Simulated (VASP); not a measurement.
Input of a VASP 6.6.1 run:

INCAR

```
SYSTEM = Bi
PREC = Accurate
ENCUT = 520
EDIFF = 1E-6
ISMEAR = 0
SIGMA = 0.05
LREAL = .False.
LASPH = .True.
NELM = 100
ALGO = Normal
ISIF = 2
LWAVE = .False.
LCHARG = .False.
GGA = PS
NBANDS = 22
```

File KPOINTS:

```
regular mesh
0
Gamma
  12 12 12
  0 0 0
```

File POSCAR:

```
Bi
1.0
    2.2623653910      1.3061772675      3.8933354498
   -2.2623653910      1.3061772675      3.8933354498
    0.0000000000     -2.6123545350      3.8933354499
Bi
2
Direct
    0.2365358458      0.2365358458      0.2365358458
    0.7634641542      0.7634641542      0.7634641542
```

Potentials or basis: VASP PAW PBE potentials, release 64 (Bi_d).

Launch:

```console
$ cat potpaw_PBE.64/Bi_d/POTCAR > POTCAR
$ mpirun -np 1 vasp_std > vasp.out
```

Estimate the band gap on the k mesh.

zero (bands 15 and 16 overlap by 0.20 eV).

Predict the pressure.

-0.1 GPa.

What does it give for the largest force?

0.003 eV/Å.

Forces in eV/Å, atoms in the order of the input:
```
Bi   0.000  0.000  0.003
Bi   0.000  0.000 -0.003
```

Caveat: the PAW data sets were made with another functional, which shifts forces and pressure a little; spin-orbit coupling is left out, which moves the levels of the heavy elements.
